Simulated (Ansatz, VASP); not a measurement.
# Two plane-wave programs on Ba2SeO

File INCAR:

```
SYSTEM = Ba2SeO
  PREC = Accurate
  ENCUT = 520
  EDIFF = 1E-7
  ISMEAR = 0
  SIGMA = 0.01
  LREAL = .False.
  LASPH = .True.
  NELM = 80
  ALGO = Normal
  ISIF = 2
  LWAVE = .False.
  LCHARG = .False.
  GGA = PE
  NBANDS = 24
```

File KPOINTS:

```
regular mesh
0
Gamma
  6 6 4
  0 0 0
```

POSCAR

```
Ba2SeO
1.0
    4.4570194879      0.0000000000      0.0000000000
    0.0000000000      4.4570194879      0.0000000000
    0.0000000000      0.0000000000      6.3149914281
O Ba Se
1 2 1
Direct
    0.0000000000      0.0000000000      0.0000000000
    0.0000000000      0.0000000000      0.5000000000
    0.5000000000      0.5000000000      0.0000000000
    0.5000000000      0.5000000000      0.5000000000
```

Input for Ansatz:

```yaml
crystal:
  lattice:
    - [4.4570194879, 0.0, 0.0]
    - [0.0, 4.4570194879, 0.0]
    - [0.0, 0.0, 6.3149914281]
  atoms:
    - { symbol: O, position: [0.0, 0.0, 0.0] }
    - { symbol: Ba, position: [0.0, 0.0, 0.5] }
    - { symbol: Se, position: [0.5, 0.5, 0.5] }
    - { symbol: Ba, position: [0.5, 0.5, 0.0] }
kpoints:
  mp_grid: { grid: [6, 6, 4] }
hamiltonian:
  xc: pbe
scf:
  occupations: { method: fixed }
  n_extra_bands: 5
output:
  forces: true
  stress: true
  eigenvalues: true
```

Alike in both runs: task single point; functional PBE; k mesh 6 × 6 × 4; no spin polarisation.

```csv
,VASP,Ansatz
version,VASP 6.6.1,Ansatz 0.2.0
potentials or method,"VASP PAW PBE potentials, release 64 (O, Ba_sv, Se)","plane waves, PAW"
plane-wave cutoff (eV),520,420
occupations,"gaussian, width 0.01 eV",fixed
valence electrons in the cell,32,42
```

|  | VASP | Ansatz | Ansatz less VASP |
| --- | --- | --- | --- |
| gap on the k mesh at the Fermi level (eV) | 1.43 | 1.49 | +0.062 |
| pressure (GPa) | -0.6 | -1.2 | -0.60 |

VASP's potentials hold 32 valence electrons a cell and Ansatz's 42, so a difference there can come from the potentials and not from the codes.

Neither program's run includes spin-orbit coupling.
